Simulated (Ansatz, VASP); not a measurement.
**One calculation of MgO, two programs**

File POSCAR:

```
MgO
1.0
    2.8780444641      0.0000000000      0.0000000000
   -1.4390222320      2.4924596191      0.0000000000
    0.0000000000      0.0000000000      2.6249773038
Mg O
1 1
Direct
    0.0000000000      0.0000000000      0.0000000000
    0.3333333333      0.6666666667      0.5000000000
```

INCAR.step1

```
SYSTEM = MgO
PREC = Accurate
ENCUT = 520
EDIFF = 1E-5
ISMEAR = -1
SIGMA = 0.05
LREAL = .FALSE.
LASPH = .TRUE.
NELM = 80
ALGO = Normal
ISIF = 2
LWAVE = .TRUE.
LCHARG = .FALSE.
GGA = PE
NBANDS = 11
```

File INCAR.step2:

```
SYSTEM = MgO
PREC = Accurate
ENCUT = 520
EDIFF = 1E-6
ISMEAR = -1
SIGMA = 0.05
LREAL = .FALSE.
LASPH = .TRUE.
NELM = 80
ALGO = Normal
ISIF = 2
LWAVE = .FALSE.
LCHARG = .FALSE.
GGA = PE
LHFCALC = .TRUE.
AEXX = 0.25
PRECFOCK = Normal
ISTART = 1
NBANDS = 11
```

Contents of KPOINTS:

```
Automatic mesh
0
G
  6 6 6
  0 0 0
```

The input input.yaml:

```yaml
crystal:
  lattice:
    - [2.8780444641, 0.0, 0.0]
    - [-1.439022232, 2.4924596191, 0.0]
    - [0.0, 0.0, 2.6249773038]
  atoms:
    - { symbol: Mg, position: [0.0, 0.0, 0.0] }
    - { symbol: O, position: [0.3333333333, 0.6666666667, 0.5] }
hamiltonian:
  xc: pbe0
  pseudopotentials: { kind: paw }
kpoints:
  mp_grid: { grid: [6, 6, 6] }
scf:
  occupations: { method: fermi_dirac, width: 0.05 }
output:
  forces: true
  stress: true
  eigenvalues: true
```

Alike in both runs: task single point; functional PBE0; k mesh 6 × 6 × 6; occupations fermi-dirac, width 0.05 eV; no spin polarisation.

```csv
,VASP,Ansatz
version,VASP 6.6.1,Ansatz 0.2.0
potentials or method,"VASP PAW PBE potentials, release 64 (Mg, O)",Ansatz PAW
plane-wave cutoff (eV),520,420
valence electrons in the cell,8,16
```

|  | VASP | Ansatz | Ansatz less VASP |
| --- | --- | --- | --- |
| gap on the k mesh at the Fermi level (eV) | 5.84 | 5.87 | +0.026 |
| least direct gap on the mesh (eV) | 6.28 | 6.30 | +0.018 |
| pressure (GPa) | 3.4 | 3.7 | +0.35 |
| traceless stress, the component that is largest in VASP (GPa) | 0.65 | 0.68 | +0.035 |

VASP's potentials hold 8 valence electrons a cell and Ansatz's 16, so a difference there can come from the potentials and not from the codes.

The k mesh is coarse, so the values compare programs but aren't converged.
